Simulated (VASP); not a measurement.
A run of VASP 6.6.1 is set up as follows.

The input INCAR:

```
PREC = Accurate
ENCUT = 600
EDIFF = 1E-7
ISMEAR = 0
SIGMA = 0.1
LREAL = False
LASPH = True
NELM = 100
ALGO = Normal
ISIF = 3
LWAVE = False
LCHARG = False
GGA = PE
IBRION = 2
NSW = 90
EDIFFG = -0.04
```

Contents of KPOINTS:

```
Automatic mesh
0
Gamma
  6 6 6
```

Contents of POSCAR:

```
BeS
1.0
   -2.4046487000      2.4046487000      2.6861090700
    2.4046487000     -2.4046487000      2.6861090700
    2.4046487000      2.4046487000     -2.6861090700
Be S
2 2
Direct
    0.3788465600      0.3788465600      0.0000000000
    0.1288465600      0.6288465600      0.5000000000
    0.6816984300      0.6816984300      0.0000000000
    0.4316984300      0.9316984300      0.5000000000
```

Potentials or basis: VASP PAW PBE potentials, release 64 (Be, S).

Run with:

```console
$ cat potpaw_PBE.64/Be/POTCAR potpaw_PBE.64/S/POTCAR > POTCAR
$ mpirun -np 1 vasp_std > vasp.out
```

(1) What does it give for the space group after relaxing (to 0.05 Å)?

(2) Predict the band gap on the k mesh.

(3) What does it give for the relaxed cell?

(4) Estimate the relaxed volume.

Results:

(1) I4_1md (No. 109).

(2) zero (band 8 reaches 6.95 eV, above the bottom of band 9 at 6.30 eV).

(3) a = 5.716 Å, b = 5.716 Å, c = 5.716 Å, α = 147.92°, β = 147.92°, γ = 46.01°.

(4) 13.13 Å³/atom.

Caveat: the volume moved by over 15 % at a fixed basis, so the end points are rough.
